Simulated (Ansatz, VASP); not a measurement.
# HfTi: VASP beside Ansatz

The input INCAR:

```
SYSTEM = HfTi
ALGO = Fast
EDIFF = 1E-6
ENCUT = 520
GGA = CA
ISIF = 2
ISMEAR = 0
LASPH = .TRUE.
LCHARG = .FALSE.
LREAL = .FALSE.
LWAVE = .FALSE.
NBANDS = 18
NELM = 100
PREC = Accurate
SIGMA = 0.15
```

The input KPOINTS:

```
k-points
0
G
  18 18 10
  0 0 0
```

File POSCAR:

```
HfTi
1.0
    3.1324405233      0.0000000000      0.0000000000
   -1.5662202616      2.7127730690      0.0000000000
    0.0000000000      0.0000000000      4.8292593400
Hf Ti
1 1
Direct
    0.6666666667      0.3333333333      0.5000000000
    0.3333333333      0.6666666667      0.0000000000
```

Input for Ansatz:

```yaml
crystal:
  lattice:
    - [3.1324405233, 0.0, 0.0]
    - [-1.5662202616, 2.712773069, 0.0]
    - [0.0, 0.0, 4.82925934]
  atoms:
    - { symbol: Hf, position: [0.6666666667, 0.3333333333, 0.5] }
    - { symbol: Ti, position: [0.3333333333, 0.6666666667, 0.0] }
basis:
  ecutwfc: 420
kpoints:
  mp_grid: { grid: [18, 18, 10] }
hamiltonian:
  xc: lda
scf:
  occupations: { method: gaussian, width: 0.15 }
output:
  forces: true
  stress: true
  eigenvalues: true
```

Change from the starting cell: strain +0.0150 x Voigt [1, 1, 0, 0, 0, 0], atoms carried along.

Alike in both runs: task single point; functional LDA; k mesh 18 × 18 × 10; occupations gaussian, width 0.15 eV; no spin polarisation.

|  | VASP | Ansatz |
| --- | --- | --- |
| version | VASP 6.6.1 | Ansatz 0.2.0 |
| potentials or method | VASP PAW LDA potentials, release 64 (Hf_pv, Ti_sv), cutoff 520 eV | scalar-relativistic, plane waves, PAW |
| valence electrons in the cell | 22 | 38 |

```tsv
	VASP	Ansatz	Ansatz less VASP
gap on the k mesh at the Fermi level (eV)	none	none	-
pressure (GPa)	-10.0	-10.0	-0.02
traceless stress, the component that is largest in VASP (GPa)	0.63	0.64	+0.012
```

LDA's correlation is that of Perdew and Zunger in VASP and of Perdew and Wang (1992) in Ansatz. A gap of «none» marks a metal or a gap that the smearing closes. VASP's potentials hold 22 valence electrons a cell and Ansatz's 38, so a difference there can come from the potentials and not from the codes.

Spin-orbit coupling is off throughout.
